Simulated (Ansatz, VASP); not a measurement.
MgZn2O3: VASP beside Ansatz

```
Mg Zn O
1.0
     2.98625    0.00000    0.00000
    -1.49312    2.58617    0.00000
     0.00000    0.00000    7.27930
Mg Zn O
1 2 3
Direct
  0.00000 0.00000 0.00000
  0.33333 0.66667 0.66840
  0.66667 0.33333 0.33160
  0.33333 0.66667 0.16144
  0.66667 0.33333 0.83856
  0.00000 0.00000 0.50000
```

Alike in both runs: functional PBEsol; dispersion D3(BJ); k mesh 12 × 12 × 4; no spin polarisation.

Ansatz relaxed the structure, and its values are those at the end. VASP's run is a single point on that final structure, the one shown.

```csv
,VASP,Ansatz
version,VASP 6.6.1,Ansatz 0.2.0
potentials or method,"VASP PAW PBE potentials, release 64 (Mg, Zn, O), cutoff 520 eV","plane waves, PAW"
occupations,"gaussian, width 0.01 eV",fixed
valence electrons in the cell,44,52
```

|  | VASP | Ansatz | Ansatz less VASP |
| --- | --- | --- | --- |
| pressure (GPa) | 0.8 | 0.0 | -0.77 |
| rms of the force components (eV/Å) | 0.026 | 0.000 | -0.0253 |

VASP's potentials were made for PBE, not for PBEsol. VASP's potentials hold 44 valence electrons a cell and Ansatz's 52, so a difference there can come from the potentials and not from the codes.
